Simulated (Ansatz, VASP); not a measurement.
One calculation of K2Ca, two programs

INCAR

```
SYSTEM = K2Ca
PREC = Accurate
ENCUT = 520
EDIFF = 1E-6
ISMEAR = 0
SIGMA = 0.001
LREAL = .False.
LASPH = .True.
NELM = 100
ALGO = Normal
ISIF = 2
LWAVE = .False.
LCHARG = .False.
LDIPOL = .True.
IDIPOL = 3
DIPOL = 0.5 0.5 0.500
GGA = PE
NBANDS = 21
```

KPOINTS

```
regular mesh
0
Gamma
  8 8 1
  0 0 0
```

POSCAR

```
K2Ca
1.0
    5.2834179736      0.0000000000      0.0000000000
    0.0000000000      5.2834179736      0.0000000000
    0.0000000000      0.0000000000     25.2834000000
Ca K
1 2
Direct
    0.0000000000      0.0000000000      0.3955160704
    0.5000000000      0.5000000000      0.5000000000
    0.0000000000      0.0000000000      0.6044839296
```

Input for Ansatz:

```yaml
crystal:
  lattice:
    - [5.2834179736, 0.0, 0.0]
    - [0.0, 5.2834179736, 0.0]
    - [0.0, 0.0, 25.2834]
  atoms:
    - { symbol: Ca, position: [0.0, 0.0, 0.3955160704] }
    - { symbol: K, position: [0.5, 0.5, 0.5] }
    - { symbol: K, position: [0.0, 0.0, 0.6044839296] }
kpoints:
  mp_grid: { grid: [8, 8, 1] }
scf:
  occupations: { method: gaussian, width: 0.001 }
  n_extra_bands: 16
hamiltonian:
  xc: pbe
  pseudopotentials: { kind: all_electron, lapw: { basis_error: 0.001 } }
output:
  forces: true
  stress: true
  eigenvalues: true
efield:
  axis: 3
  amplitude: 0
  dipole_correction: true
```

Alike in both runs: task single point; functional PBE; k mesh 8 × 8 × 1; occupations gaussian, width 0.001 eV; no spin polarisation.

|  | VASP | Ansatz |
| --- | --- | --- |
| version | VASP 6.6.1 | Ansatz 0.2.0 |
| potentials or method | VASP PAW PBE potentials, release 64 (Ca_sv, K_sv), cutoff 520 eV | all-electron LAPW, scalar-relativistic |

```csv
,VASP,Ansatz,Ansatz less VASP
gap on the k mesh at the Fermi level (eV),none,none,-
rms of the force components (eV/Å),0.080,0.080,+0.0006
```

Atom by atom the forces differ by 0.001 eV/Å (rms over components). A gap of «none» marks a metal or a gap that the smearing closes. Ansatz ran all-electron here, and VASP with PAW potentials.
